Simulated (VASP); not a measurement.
# Al2BP3 (P6_3mc) in VASP: notebook, part 2 of 2

VASP 6.6.1.

## (4) Relaxation of cell and atoms, PBE

Contents of INCAR:

```
  ALGO = Normal
  EDIFF = 1E-6
  EDIFFG = -0.04
  ENCUT = 600
  GGA = PE
  IBRION = 2
  ISIF = 3
  ISMEAR = 0
  LASPH = True
  LCHARG = False
  LREAL = False
  LWAVE = False
  NELM = 60
  NSW = 90
  PREC = Accurate
  SIGMA = 0.1
```

Contents of KPOINTS:

```
k-points
0
Gamma
  6 6 1
```

Contents of POSCAR:

```
Al2BP3
1.0
    3.5948848600      0.0000000000      0.0000000000
   -1.7974424300      3.1132616100      0.0000000000
    0.0000000000      0.0000000000     17.7017155200
Al B P
4 2 6
Direct
    0.3333333300      0.6666666700      0.0000230000
    0.3333333300      0.6666666700      0.6666896700
    0.6666666700      0.3333333300      0.1666896700
    0.6666666700      0.3333333300      0.5000230000
    0.3333333300      0.6666666700      0.3333563300
    0.6666666700      0.3333333300      0.8333563300
    0.3333333300      0.6666666700      0.1249770000
    0.3333333300      0.6666666700      0.4583103400
    0.3333333300      0.6666666700      0.7916436700
    0.6666666700      0.3333333300      0.2916436700
    0.6666666700      0.3333333300      0.6249770000
    0.6666666700      0.3333333300      0.9583103400
```

Potentials or basis: VASP PAW PBE potentials, release 64 (Al, B, P).

Launch:

```bash
> cat potpaw_PBE.64/Al/POTCAR potpaw_PBE.64/B/POTCAR potpaw_PBE.64/P/POTCAR > POTCAR
> mpirun -np 1 vasp_std > vasp.out
```

OUTCAR:

```text
EDIFF = 1E-6
   EDIFFG = -0.04
   ENCUT = 600
   GGA = PE
   IBRION = 2
   ISIF = 3
   ISMEAR = 0
   LASPH = True
   LREAL = False
   NELM = 60
   NSW = 90
   PREC = Accurate

 ion  position               nearest neighbor table
   1  0.333  0.667  0.000-  12 2.20  12 2.20  12 2.20   7 2.21
   2  0.333  0.667  0.667-  11 2.20  11 2.20  11 2.20   9 2.21
   3  0.667  0.333  0.167-   7 2.20   7 2.20   7 2.20  10 2.21
   4  0.667  0.333  0.500-   8 2.20   8 2.20   8 2.20  11 2.21
   5  0.333  0.667  0.333-  10 2.20  10 2.20  10 2.20   8 2.21
   6  0.667  0.333  0.833-   9 2.20   9 2.20   9 2.20  12 2.21
   7  0.333  0.667  0.125-   3 2.20   3 2.20   3 2.20   1 2.21
   8  0.333  0.667  0.458-   4 2.20   4 2.20   4 2.20   5 2.21
   9  0.333  0.667  0.792-   6 2.20   6 2.20   6 2.20   2 2.21
  10  0.667  0.333  0.292-   5 2.20   5 2.20   5 2.20   3 2.21
  11  0.667  0.333  0.625-   2 2.20   2 2.20   2 2.20   4 2.21
  12  0.667  0.333  0.958-   1 2.20   1 2.20   1 2.20   6 2.21

  LATTYP: Found a hexagonal cell.
 ALAT       =     3.5948848600
 C/A-ratio  =     4.9241397734

  Lattice vectors:

 A1 = (   3.5948848600,   0.0000000000,   0.0000000000)
 A2 = (  -1.7974424300,   3.1132616100,   0.0000000000)
 A3 = (   0.0000000000,   0.0000000000,  17.7017155200)

Analysis of symmetry for initial positions (statically):
=====================================================================
 Subroutine PRICEL returns:
 Original cell was already a primitive cell.

 Routine SETGRP: Setting up the symmetry group for a
 hexagonal supercell.

 Subroutine GETGRP returns: Found 12 space group operations
 (whereof  6 operations were pure point group operations)
 out of a pool of 24 trial point group operations.

The static configuration has the point symmetry C_3v.
 The point group associated with its full space group is C_6v.

Analysis of symmetry for dynamics (positions and initial velocities):
=====================================================================
 Subroutine PRICEL returns:
 Original cell was already a primitive cell.

 Routine SETGRP: Setting up the symmetry group for a
 hexagonal supercell.

 Subroutine GETGRP returns: Found 12 space group operations
 (whereof  6 operations were pure point group operations)
 out of a pool of 24 trial point group operations.

The dynamic configuration has the point symmetry C_3v.
 The point group associated with its full space group is C_6v.

 Subroutine INISYM returns: Found 12 space group operations
 (whereof  6 operations are pure point group operations),
 and found     1 'primitive' translations

----------------------------------------------------------------------------------------

                                     Primitive cell

  volume of cell :     198.1144

  direct lattice vectors                    reciprocal lattice vectors
     3.594884860  0.000000000  0.000000000     0.278173026  0.160603272  0.000000000
    -1.797442430  3.113261610  0.000000000     0.000000000  0.321206543  0.000000000
     0.000000000  0.000000000 17.701715520     0.000000000  0.000000000  0.056491700

  length of vectors
     3.594884860  3.594884858 17.701715520     0.321206543  0.321206543  0.056491700

  position of ions in fractional coordinates (direct lattice)
     0.333333330  0.666666670  0.000023000
     0.333333330  0.666666670  0.666689670
     0.666666670  0.333333330  0.166689670
     0.666666670  0.333333330  0.500023000
     0.333333330  0.666666670  0.333356330
[... 55 lines left out ...]
  0.166667  0.166667  0.000000      6.000000
  0.333333  0.166667  0.000000     12.000000
  0.333333  0.333333  0.000000      2.000000
   k-points           NKPTS =      7   k-points in BZ     NKDIM =      7   number of bands    NBANDS=     31
   number of dos      NEDOS =    301   number of ions     NIONS =     12
   total plane-waves  NPLWV = 129600
   dimension x,y,z NGX =    30 NGY =   30 NGZ =  144
   dimension x,y,z NGXF=    60 NGYF=   60 NGZF=  288
   ions per type =               4   2   6
   NGX,Y,Z   is equivalent  to a cutoff of  13.87, 13.87, 13.52 a.u.
   NGXF,Y,Z  is equivalent  to a cutoff of  27.75, 27.75, 27.05 a.u.
 SYSTEM =  unknown system
   PREC   = accura    normal or accurate (medium, high low for compatibility)
   ISTART =      0    job   : 0-new  1-cont  2-samecut
   ICHARG =      2    charge: 1-file 2-atom 10-const
   ISPIN  =      1    spin polarized calculation?
   LNONCOLLINEAR =      F non collinear calculations
   LSORBIT =      F    spin-orbit coupling
   LASPH  =      T    aspherical Exc in radial PAW
   ENCUT  =  600.0 eV  44.10 Ry    6.64 a.u.   7.18  7.18 35.35*2*pi/ulx,y,z
   NELM   =     60;   NELMIN=  2; NELMDL= -5     # of ELM steps
   EDIFF  = 0.1E-05   stopping-criterion for ELM
   LREAL  =      F    real-space projection
   EDIFFG = -.4E-01   stopping-criterion for IOM
   NSW    =     90    number of steps for IOM
   IBRION =      2    ionic relax: 0-MD 1-quasi-New 2-CG
   NFREE  =      1    steps in history (QN), initial steepest desc. (CG)
   ISIF   =      3    stress and relaxation
   ISYM   =      2    0-nonsym 1-usesym 2-fastsym
   POTIM  = 0.5000    time-step for ionic-motion
   TEBEG  =    0.0;   TEEND  =   0.0 temperature during run
   PSTRESS=    0.0 pullay stress
   NELECT =      48.0000    total number of electrons
   NUPDOWN=      -1.0000    fix difference up-down
   EMIN   =  10.00;   EMAX   =-10.00  energy-range for DOS
   EFERMI =   0.00;   METHOD = LEGACY
   ISMEAR =     0;   SIGMA  =   0.10  broadening in eV -4-tet -1-fermi 0-gaus
   EFERMI_NEDOS =   21; number of points for ismear=-14 and -15
   IALGO  =     38    algorithm
   IMIX   =      4    mixing-type and parameters
     AMIX     =   0.40;   BMIX     =  1.00
     AMIX_MAG =   1.60;   BMIX_MAG =  1.00
  volume/ion in A,a.u.               =      16.51       111.41
  Fermi-wavevector in a.u.,A,eV,Ry     =   1.020587  1.928629 14.171792  1.041597
  Thomas-Fermi vector in A             =   2.154164
   LORBIT       =      0    0 simple, 1 ext, 2 COOP (PROOUT), +10 PAW based schemes
   GGA     = PE    functional components
   LHFCALC =     F    Hartree Fock is set to
   AEXX    =    0.0000 exact exchange contribution
   IVDW    =     0    specifies the selected vdW correction
   LEPSILON=     F    determine dielectric tensor
   LRPA    =     F    only Hartree local field effects (RPA)
 conjugate gradient relaxation of ions
 non-spin polarized calculation
 Gauss-broadening in eV      SIGMA  =   0.10
  energy-cutoff  :      600.00
  volume of cell :      198.11
 maximum number of plane-waves:      6645
 NGX is ok and might be reduce to    30
   NGX = 15   NGY = 15   NGZ = 71

--------------------------------------- Ionic step        1  -------------------------------------------

 number of electron      47.9999999 magnetization

 Free energy of the ion-electron system (eV)
  ---------------------------------------------------
  ext. energy  EPLUGINS =         0.00000000
  ---------------------------------------------------
  free energy    TOTEN  =       -61.96990793 eV

  energy without entropy =      -61.96990793  energy(sigma->0) =      -61.96990793

------------------------ aborting loop because EDIFF is reached ----------------------------------------

  FORCE on cell =-STRESS in cart. coord.  units (eV):
  Direction    XX          YY          ZZ          XY          YZ          ZX
  --------------------------------------------------------------------------------------
  -------------------------------------------------------------------------------------
  Total       14.4157558     14.4157558     15.9279179      0.0000000      0.0000000     -0.0000000
  in kB      116.5821446    116.5821444    128.8112019      0.0000000      0.0000000     -0.0000000
  external PRESSURE =     120.6584970 kB  Pullay stress =       0.0000000 kB
[... 119 lines left out ...]
  FREE ENERGIE OF THE ION-ELECTRON SYSTEM (eV)
  ---------------------------------------------------
  free  energy   TOTEN  =       -63.5994774199 eV

  energy  without entropy=      -63.5994774199  energy(sigma->0) =      -63.59947742

[... ionic steps 4 to 7 ...]

--------------------------------------- Ionic step        8  -------------------------------------------

 number of electron      47.9999997 magnetization

------------------------ aborting loop because EDIFF is reached ----------------------------------------
[... 87 lines left out ...]
--------------------------------------- Ionic step       10  -------------------------------------------

 number of electron      47.9999997 magnetization

 Free energy of the ion-electron system (eV)
  ---------------------------------------------------
  ext. energy  EPLUGINS =         0.00000000
  ---------------------------------------------------
  free energy    TOTEN  =       -64.18436467 eV

  energy without entropy =      -64.18436467  energy(sigma->0) =      -64.18436467

 E-fermi :   6.0198     XC(G=0):  -9.5564

 val. band max:        5.5614849053   @ k =   0.0000   0.0000   0.0000
 cond. band min:       6.4799358458   @ k =   0.5000   0.0000   0.0000
 fundamental gap:      0.9184509405
 Fermi energy:         6.0198318949

 k-point     1 :       0.0000    0.0000    0.0000
  band No.  band energies     occupation
      1      -7.5138      2.00000
      2      -7.4258      2.00000
      3      -6.5979      2.00000
      4      -6.1406      2.00000
      5      -5.7650      2.00000
      6      -5.2421      2.00000
[... 266 lines left out ...]
  FREE ENERGIE OF THE ION-ELECTRON SYSTEM (eV)
  ---------------------------------------------------
  free  energy   TOTEN  =       -64.1843646723 eV

  energy  without entropy=      -64.1843646723  energy(sigma->0) =      -64.18436467

 reached required accuracy - stopping structural energy minimisation
```

Run time: 3.3 min. Hardware: 1 thread of Intel Xeon 6975P-C (Granite Rapids), shared host; peak memory 0.38 GiB.

Results:

```
Free energy                            : -64.1844 eV
Relaxed volume                         : 17.80 Å³/atom
Relaxed cell                           : a = 3.654 Å, b = 3.654 Å, c = 18.473 Å, α = 90.00°, β = 90.00°, γ = 120.00°
Space group after relaxing (to 0.05 Å) : P6_3mc (No. 186)
Energy gained by relaxing              : 184.5 meV/atom
Ionic steps                            : 10
Pressure after relaxing                : 0.0 GPa
Largest force after relaxing           : 0.010 eV/Å
Band gap on the k mesh                 : 0.92 eV, indirect (least direct gap 0.99 eV)
```

Forces on the atoms (eV/Å):
```
Al   0.000  0.000  0.006
Al   0.000  0.000 -0.010
Al   0.000  0.000 -0.010
Al   0.000  0.000  0.006
B    0.000  0.000 -0.002
B    0.000  0.000 -0.002
P    0.000  0.000  0.009
P    0.000  0.000  0.003
P    0.000  0.000 -0.005
P    0.000  0.000 -0.005
P    0.000  0.000  0.009
P    0.000  0.000  0.003
```

Step by step:
| step | energy change (eV) | largest force (eV/Å) | pressure (GPa) | volume (Å³) |
| --- | --- | --- | --- | --- |
| 1 | 0.0000 | 3.6165 | 12.07 | 198.11 |
| 2 | -1.3152 | 1.0980 | -7.41 | 235.94 |
| 3 | -1.6296 | 1.3501 | -2.93 | 223.11 |
| 4 | -2.0474 | 0.7708 | -1.32 | 217.93 |
| 5 | -2.1258 | 0.6170 | 0.06 | 214.73 |
| 6 | -2.2074 | 0.2548 | 0.30 | 213.34 |
| 7 | -2.2074 | 0.2560 | 0.29 | 213.37 |
| 8 | -2.2130 | 0.0960 | -0.32 | 214.32 |
| 9 | -2.2136 | 0.0644 | -0.18 | 214.09 |
| 10 | -2.2145 | 0.0104 | 0.03 | 213.56 |

Final structure:
```
Al B P
1.0
     3.65366    0.00000    0.00000
    -1.82683    3.16416    0.00000
     0.00000    0.00000   18.47260
Al B P
4 2 6
Direct
  0.33333 0.66667 0.99512
  0.33333 0.66667 0.67323
  0.66667 0.33333 0.17323
  0.66667 0.33333 0.49512
  0.33333 0.66667 0.33658
  0.66667 0.33333 0.83658
  0.33333 0.66667 0.12286
  0.33333 0.66667 0.44441
  0.33333 0.66667 0.80280
  0.66667 0.33333 0.30280
  0.66667 0.33333 0.62286
  0.66667 0.33333 0.94441
```

Levels at points of the mesh, in eV from the valence-band top:
| k point | band 22 | band 23 | band 24 | band 25 | band 26 | band 27 |
| --- | --- | --- | --- | --- | --- | --- |
| (0.00, 0.00, 0.00) | -0.16 | 0.00 | 0.00 | 0.99 | 1.06 | 2.82 |
| (0.50, 0.00, 0.00) | -1.83 | -1.42 | -1.15 | 0.92 | 1.19 | 1.57 |

## (5) Single point, PBE

This run uses another cell than the first one, of 17.81 Å³/atom, 1.079 times its volume.

Contents of INCAR:

```
PREC = Accurate
ENCUT = 520
EDIFF = 1E-6
ISMEAR = 0
SIGMA = 0.02
LREAL = F
LASPH = T
NELM = 100
ALGO = Normal
ISIF = 2
LWAVE = F
LCHARG = F
GGA = PE
NBANDS = 36
```

Contents of KPOINTS:

```
Automatic mesh
0
Gamma
  12 12 2
```

Contents of POSCAR:

```
Al2BP3
1.0
    3.6524758217      0.0000000000      0.0000000000
   -1.8262379109      3.1631368483      0.0000000000
    0.0000000000      0.0000000000     18.4950596896
Al B P
4 2 6
Direct
    0.3333333333      0.6666666667      0.9951852014
    0.3333333333      0.6666666667      0.6732721690
    0.6666666667      0.3333333333      0.1732721690
    0.6666666667      0.3333333333      0.4951852014
    0.3333333333      0.6666666667      0.3365663729
    0.6666666667      0.3333333333      0.8365663729
    0.3333333333      0.6666666667      0.1228463506
    0.3333333333      0.6666666667      0.4443500989
    0.3333333333      0.6666666667      0.8027798172
    0.6666666667      0.3333333333      0.3027798172
    0.6666666667      0.3333333333      0.6228463506
    0.6666666667      0.3333333333      0.9443500989
```

Launch:

```bash
> cat potpaw_PBE.64/Al/POTCAR potpaw_PBE.64/B/POTCAR potpaw_PBE.64/P/POTCAR > POTCAR
> mpirun -np 1 vasp_std > vasp.out
```

It took 2.1 min on 1 thread of Intel Xeon 6975P-C (Granite Rapids), shared host; peak memory 0.46 GiB.

Results (log left out):

| Property | Result |
| --- | --- |
| Free energy | -64.2430 eV |
| Pressure | -0.1 GPa |
| Largest force | 0.011 eV/Å |
| Band gap on the k mesh | 0.92 eV, indirect (least direct gap 1.00 eV) |

Forces on the atoms (eV/Å):
```
Al   0.000  0.000 -0.001
Al   0.000  0.000 -0.006
Al   0.000  0.000 -0.006
Al   0.000  0.000 -0.001
B    0.000  0.000  0.011
B    0.000  0.000  0.011
P    0.000  0.000  0.001
P    0.000  0.000 -0.003
P    0.000  0.000 -0.003
P    0.000  0.000 -0.003
P    0.000  0.000  0.001
P    0.000  0.000 -0.003
```

Levels at points of the mesh, in eV from the valence-band top:
```csv
k point,band 20,band 21,band 22,band 23,band 24,band 25,band 26,band 27,band 28,band 29
"(0.00, 0.00, 0.00)",-0.48,-0.16,-0.16,0.00,0.00,1.00,1.07,2.79,2.93,2.93
"(0.50, 0.00, 0.00)",-2.06,-2.02,-1.83,-1.42,-1.15,0.92,1.19,1.57,1.83,2.15
"(0.00, 0.00, 0.50)",-0.57,-0.07,-0.07,-0.07,-0.07,1.05,1.05,2.95,2.95,2.95
"(0.50, 0.00, 0.50)",-2.36,-1.96,-1.96,-1.26,-1.26,1.07,1.07,1.83,1.83,2.29
```

A k mesh can miss the band edges. PBE gaps usually lie below the measured ones, often by a third to a half.

## (6) The runs side by side

```tsv
task	cell	k mesh	cutoff (eV)	smearing	gap on the mesh (eV)	pressure (GPa)	largest force (eV/Å)
single point	a = 3.595, b = 3.595, c = 17.702 Å, angles 90.0, 90.0, 120.0°, 12 atoms	6 × 6 × 1	520	gaussian 0.1 eV	1.04	12.1	3.62
single point	a = 3.654, b = 3.654, c = 18.476 Å, angles 90.0, 90.0, 120.0°, 12 atoms	6 × 6 × 1	520	gaussian 0.1 eV	0.92	0.0	0.02
relaxation of cell and atoms	relaxed from a = 3.595, b = 3.595, c = 17.702 Å, angles 90.0, 90.0, 120.0°, 12 atoms	6 × 6 × 1	600	gaussian 0.1 eV	0.92	0.0	0.01
single point	a = 3.652, b = 3.652, c = 18.495 Å, angles 90.0, 90.0, 120.0°, 12 atoms	12 × 12 × 2	520	gaussian 0.02 eV	0.92	-0.1	0.01
```

Alike in all rows: level PBE; potentials or basis VASP PAW PBE potentials, release 64 (Al, B, P); no spin polarisation.

Caveats: forces of over 1 eV/Å act on the atoms, so gaps and moduli don't describe the material at rest (some runs).

Absolute energies hang on the potentials; compare differences alone.
